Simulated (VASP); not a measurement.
# Os (P6_3/mmc) in VASP: single point with PBE

Aim: the single point of Os with PBE.

All numbers are computed with VASP 6.6.1; they aren't measurements. Logs are shortened: lines on timing, memory, paths and dates and some standing lists are left out, and cuts for length are marked.

## 1. The cell of the first run

Symmetry: P6_3/mmc, No. 194, hexagonal system. Conventional cell: a = 2.734 Å, b = 2.734 Å, c = 4.320 Å, α = 90.00°, β = 90.00°, γ = 120.00°. Os (site symmetry -6m2) has 12 Os at 2.68 to 2.73 Å within 3.5 Å.

## 2. Single point, PBE, collinear spin

Contents of POSCAR:

```
Os
1.0
    2.7341000000      0.0000000000      0.0000000000
   -1.3670500000      2.3678000565      0.0000000000
    0.0000000000      0.0000000000      4.3197000000
Os
2
Direct
    0.3333333333      0.6666666667      0.2500000000
    0.6666666667      0.3333333333      0.7500000000
```

Contents of INCAR.step1:

```
SYSTEM = Os
ALGO = Normal
EDIFF = 1E-6
ENCUT = 520
GGA = PE
GGA_COMPAT = .FALSE.
ISIF = 2
ISMEAR = -1
ISPIN = 2
LASPH = .TRUE.
LCHARG = .TRUE.
LMAXMIX = 4
LORBIT = 11
LREAL = .FALSE.
LWAVE = .FALSE.
MAGMOM = 1 1
NBANDS = 19
NEDOS = 2001
NELM = 200
PREC = Accurate
SIGMA = 0.08
```

Contents of KPOINTS.step1:

```
k-points
0
G
  16 16 9
  0 0 0
```

Contents of INCAR.step2:

```
SYSTEM = Os
ALGO = Normal
EDIFF = 1E-6
ENCUT = 520
GGA = PE
GGA_COMPAT = .FALSE.
ICHARG = 11
ISIF = 2
ISMEAR = -5
ISPIN = 2
LASPH = .TRUE.
LCHARG = .FALSE.
LMAXMIX = 4
LORBIT = 11
LREAL = .FALSE.
LWAVE = .FALSE.
MAGMOM = 1 1
NEDOS = 2001
NELM = 200
PREC = Accurate
SIGMA = 0.08
```

Contents of KPOINTS.step2:

```
k-points
0
G
  24 24 14
  0 0 0
```

Potentials or basis: VASP PAW PBE potentials, release 64 (Os).

Launch:

```
> cat potpaw_PBE.64/Os/POTCAR > POTCAR
> cp INCAR.step1 INCAR
> cp KPOINTS.step1 KPOINTS
> mpirun -np 1 vasp_std > vasp.out
> cp INCAR.step2 INCAR
> cp KPOINTS.step2 KPOINTS
> mpirun -np 1 vasp_std > vasp.out
```

OUTCAR:

```text
SYSTEM = Os
   EDIFF = 1E-6
   ENCUT = 520
   GGA = PE
   ICHARG = 11
   ISIF = 2
   ISMEAR = -5
   ISPIN = 2
   LASPH = .TRUE.
   LORBIT = 11
   LREAL = .FALSE.
   NELM = 200
   PREC = Accurate

 ion  position               nearest neighbor table
   1  0.333  0.667  0.250-   2 2.68   2 2.68   2 2.68   2 2.68   2 2.68   2 2.68
   2  0.667  0.333  0.750-   1 2.68   1 2.68   1 2.68   1 2.68   1 2.68   1 2.68

  LATTYP: Found a hexagonal cell.
 ALAT       =     2.7341000000
 C/A-ratio  =     1.5799348963

  Lattice vectors:

 A1 = (   2.7341000000,   0.0000000000,   0.0000000000)
 A2 = (  -1.3670500000,   2.3678000565,   0.0000000000)
 A3 = (   0.0000000000,   0.0000000000,   4.3197000000)

Analysis of symmetry for initial positions (statically):
=====================================================================
 Subroutine PRICEL returns:
 Original cell was already a primitive cell.

 Routine SETGRP: Setting up the symmetry group for a
 hexagonal supercell.

 Subroutine GETGRP returns: Found 24 space group operations
 (whereof 12 operations were pure point group operations)
 out of a pool of 24 trial point group operations.

The static configuration has the point symmetry D_3d.
 The point group associated with its full space group is D_6h.

Analysis of symmetry for dynamics (positions and initial velocities):
=====================================================================
 Subroutine PRICEL returns:
 Original cell was already a primitive cell.

 Routine SETGRP: Setting up the symmetry group for a
 hexagonal supercell.

 Subroutine GETGRP returns: Found 24 space group operations
 (whereof 12 operations were pure point group operations)
 out of a pool of 24 trial point group operations.

The dynamic configuration has the point symmetry D_3d.
 The point group associated with its full space group is D_6h.

Analysis of structural, dynamic, and magnetic symmetry:
=====================================================================
 Subroutine PRICEL returns:
 Original cell was already a primitive cell.

 Routine SETGRP: Setting up the symmetry group for a
 hexagonal supercell.

 Subroutine GETGRP returns: Found 24 space group operations
 (whereof 12 operations were pure point group operations)
 out of a pool of 24 trial point group operations.

The overall configuration has the point symmetry D_3d.
 The point group associated with its full space group is D_6h.

 Subroutine INISYM returns: Found 24 space group operations
 (whereof 12 operations are pure point group operations),
 and found     1 'primitive' translations

----------------------------------------------------------------------------------------

                                     Primitive cell

  volume of cell :      27.9649

  direct lattice vectors                    reciprocal lattice vectors
     2.734100000  0.000000000  0.000000000     0.365751070  0.211166479  0.000000000
    -1.367050000  2.367800057  0.000000000     0.000000000  0.422332957  0.000000000
     0.000000000  0.000000000  4.319700000     0.000000000  0.000000000  0.231497558

  length of vectors
     2.734100000  2.734100000  4.319700000     0.422332957  0.422332957  0.231497558

  position of ions in fractional coordinates (direct lattice)
     0.333333333  0.666666667  0.250000000
     0.666666667  0.333333333  0.750000000

  ion indices of the primitive-cell ions
   primitive index   ion index
                 1           1
                 2           2

----------------------------------------------------------------------------------------

 KPOINTS: k-points

Automatic generation of k-mesh.
 Grid dimensions read from file:
 generate k-points for:   24   24   14

 Generating k-lattice:

  Cartesian coordinates                     Fractional coordinates (reciprocal lattice)
     0.015239628  0.008798603  0.000000000     0.041666667 -0.000000000  0.000000000
     0.000000000  0.017597207  0.000000000     0.000000000  0.041666667  0.000000000
     0.000000000  0.000000000  0.016535540     0.000000000  0.000000000  0.071428571

  Length of vectors
     0.017597207  0.017597207  0.016535540
[... 38 lines left out ...]
   k-points           NKPTS =    488   k-points in BZ     NKDIM =    488   number of bands    NBANDS=     13
   number of dos      NEDOS =   2001   number of ions     NIONS =      2
   total plane-waves  NPLWV =  12800
   dimension x,y,z NGX =    20 NGY =   20 NGZ =   32
   dimension x,y,z NGXF=    40 NGYF=   40 NGZF=   64
   ions per type =               2
   NGX,Y,Z   is equivalent  to a cutoff of  12.16, 12.16, 12.32 a.u.
   NGXF,Y,Z  is equivalent  to a cutoff of  24.32, 24.32, 24.63 a.u.
 SYSTEM =  Os
   PREC   = accura    normal or accurate (medium, high low for compatibility)
   ISTART =      0    job   : 0-new  1-cont  2-samecut
   ICHARG =     11    charge: 1-file 2-atom 10-const
   ISPIN  =      2    spin polarized calculation?
   LNONCOLLINEAR =      F non collinear calculations
   LSORBIT =      F    spin-orbit coupling
   LASPH  =      T    aspherical Exc in radial PAW
   ENCUT  =  520.0 eV  38.22 Ry    6.18 a.u.   5.08  5.08  8.03*2*pi/ulx,y,z
   NELM   =    200;   NELMIN=  2; NELMDL=  0     # of ELM steps
   EDIFF  = 0.1E-05   stopping-criterion for ELM
   LREAL  =      F    real-space projection
   EDIFFG = 0.1E-04   stopping-criterion for IOM
   NSW    =      0    number of steps for IOM
   IBRION =     -1    ionic relax: 0-MD 1-quasi-New 2-CG
   NFREE  =      0    steps in history (QN), initial steepest desc. (CG)
   ISIF   =      2    stress and relaxation
   ISYM   =      2    0-nonsym 1-usesym 2-fastsym
   POTIM  = 0.5000    time-step for ionic-motion
   TEBEG  =    0.0;   TEEND  =   0.0 temperature during run
   PSTRESS=    0.0 pullay stress
   NELECT =      16.0000    total number of electrons
   NUPDOWN=      -1.0000    fix difference up-down
   EMIN   =  10.00;   EMAX   =-10.00  energy-range for DOS
   EFERMI =   0.00;   METHOD = LEGACY
   ISMEAR =    -5;   SIGMA  =   0.08  broadening in eV -4-tet -1-fermi 0-gaus
   EFERMI_NEDOS =   21; number of points for ismear=-14 and -15
   IALGO  =     38    algorithm
   IMIX   =      4    mixing-type and parameters
     AMIX     =   0.40;   BMIX     =  1.00
     AMIX_MAG =   1.60;   BMIX_MAG =  1.00
  volume/ion in A,a.u.               =      13.98        94.36
  Fermi-wavevector in a.u.,A,eV,Ry     =   1.359076  2.568282 25.131161  1.847088
  Thomas-Fermi vector in A             =   2.485855
   LORBIT       =     11    0 simple, 1 ext, 2 COOP (PROOUT), +10 PAW based schemes
   GGA     = PE    functional components
   LHFCALC =     F    Hartree Fock is set to
   AEXX    =    0.0000 exact exchange contribution
   IVDW    =     0    specifies the selected vdW correction
   LEPSILON=     F    determine dielectric tensor
   LRPA    =     F    only Hartree local field effects (RPA)
 spin polarized calculation
 Fermi weights with tetrahedron method with Bloechl corrections
  energy-cutoff  :      520.00
  volume of cell :       27.96
 maximum number of plane-waves:       774

 number of electron      15.9999999 magnetization       0.0000057

 Free energy of the ion-electron system (eV)
  ---------------------------------------------------
  ext. energy  EPLUGINS =         0.00000000
  ---------------------------------------------------
  free energy    TOTEN  =       -22.48284084 eV

  energy without entropy =      -22.48284084  energy(sigma->0) =      -22.48284084

 E-fermi :   9.5005     XC(G=0): -14.0606

 val. band max:        9.5712520926   @ k =   0.4583   0.0000   0.3571
 cond. band min:       9.4763638645   @ k =   0.2500   0.0833   0.0000
 fundamental gap:     -0.0948882281
 Fermi energy:         9.5004964517

 spin component 1

 k-point     1 :       0.0000    0.0000    0.0000
  band No.  band energies     occupation
      1      -1.4735      1.00000
      2       1.6755      1.00000
      3       6.4162      1.00000
      4       6.4162      1.00000
      5       6.6712      1.00000
      6       7.2585      1.00000
      7       7.2585      1.00000
      8       7.9125      1.00000
      9       7.9126      1.00000
     10       9.5006      1.00000
     11      11.1649      0.00000
     12      11.1649      0.00000
     13      18.5544      0.00000
[... 356 lines left out ...]
      2       2.4961      1.00000
      3       3.0272      1.00000
      4       5.9123      1.00000
      5       6.4695      1.00000
      6       6.8887      1.00000
      7       7.5901      1.00000
      8      11.4999      0.00000
      9      11.9287      0.00000
     10      12.1620      0.00000
     11      13.6891      0.00000
     12      15.5181      0.00000
     13      18.8356      0.00000

 [... further k-points ...]

 spin component 2

 k-point     1 :       0.0000    0.0000    0.0000
  band No.  band energies     occupation
      1      -1.4735      1.00000
      2       1.6755      1.00000
      3       6.4162      1.00000
      4       6.4162      1.00000
      5       6.6712      1.00000
      6       7.2585      1.00000
      7       7.2585      1.00000
      8       7.9125      1.00000
      9       7.9126      1.00000
     10       9.5006      1.00000
     11      11.1649      0.00000
     12      11.1649      0.00000
     13      18.5544      0.00000
[... 356 lines left out ...]
      2       2.4961      1.00000
      3       3.0272      1.00000
      4       5.9123      1.00000
      5       6.4695      1.00000
      6       6.8887      1.00000
      7       7.5901      1.00000
      8      11.4999      0.00000
      9      11.9287      0.00000
     10      12.1620      0.00000
     11      13.6891      0.00000
     12      15.5181      0.00000
     13      18.8356      0.00000

 [... further k-points ...]
[... 5 lines left out ...]
  --------------------------------------------------------------------------------------
  -------------------------------------------------------------------------------------
  Total        1.4773209      1.4773209      1.3870264     -0.0000000     -0.0000000      0.0000000
  in kB       84.6393715     84.6393715     79.4661716     -0.0000000     -0.0000000      0.0000000
  external PRESSURE =      82.9149715 kB  Pullay stress =       0.0000000 kB

 VOLUME and BASIS-vectors are now :
 -----------------------------------------------------------------------------
  energy-cutoff  :      520.00
  volume of cell :       27.96
      direct lattice vectors                 reciprocal lattice vectors
     2.734100000  0.000000000  0.000000000     0.365751070  0.211166479  0.000000000
    -1.367050000  2.367800057  0.000000000     0.000000000  0.422332957  0.000000000
     0.000000000  0.000000000  4.319700000     0.000000000  0.000000000  0.231497558

 POSITION                                       TOTAL-FORCE (eV/Angst)
 -----------------------------------------------------------------------------------
     -0.00000      1.57853      1.07993        -0.000000      0.000000      0.000000
      1.36705      0.78927      3.23977         0.000000     -0.000000      0.000000
 -----------------------------------------------------------------------------------
    total drift:                               -0.000000      0.000000     -0.000000

  FREE ENERGIE OF THE ION-ELECTRON SYSTEM (eV)
  ---------------------------------------------------
  free  energy   TOTEN  =       -22.4828408412 eV

  energy  without entropy=      -22.4828408412  energy(sigma->0) =      -22.48284084

 total charge

# of ion       s       p       d       tot
------------------------------------------
    1        0.666   0.793   6.029   7.488
    2        0.666   0.793   6.029   7.488
--------------------------------------------------
tot          1.332   1.586  12.059  14.977

 magnetization (x)

# of ion       s       p       d       tot
------------------------------------------
    1       -0.000  -0.000  -0.000  -0.000
    2       -0.000  -0.000  -0.000  -0.000
--------------------------------------------------
tot         -0.000  -0.000  -0.000  -0.000
```

Run time: 2.9 min. Hardware: 1 thread of Intel Xeon Platinum 8488C (Sapphire Rapids), shared host; peak memory 0.38 GiB.

What came out:

```
Net moment                                            : 0.00 μB per cell
Valence electrons inside the program's atomic spheres : Os 7.49
```

Levels at points of the mesh, in eV from the Fermi level:
Spin up:
```csv
k point,band 6,band 7,band 8,band 9,band 10,band 11
"(0.00, 0.00, 0.00)",-2.24,-2.24,-1.59,-1.59,0.00,1.66
"(0.50, 0.00, 0.00)",-2.60,-1.91,2.01,2.58,2.70,4.39
"(0.00, 0.00, 0.50)",-3.28,-3.28,-3.28,0.87,0.87,0.87
"(0.50, 0.00, 0.50)",-1.23,-0.19,-0.19,2.35,2.35,3.28
```
Spin down:
```
           k point  band 5  band 6  band 7  band 8  band 9  band 10  band 11  band 12
(0.00, 0.00, 0.00)   -2.83   -2.24   -2.24   -1.59   -1.59     0.00     1.66     1.66
(0.50, 0.00, 0.00)   -2.94   -2.60   -1.91    2.01    2.58     2.70     4.39     5.69
(0.00, 0.00, 0.50)   -3.28   -3.28   -3.28   -3.28    0.87     0.87     0.87     0.87
(0.50, 0.00, 0.50)   -1.23   -1.23   -0.19   -0.19    2.35     2.35     3.28     3.28
```

Caveat: spin-orbit coupling is left out, which moves the levels of the heavy elements.
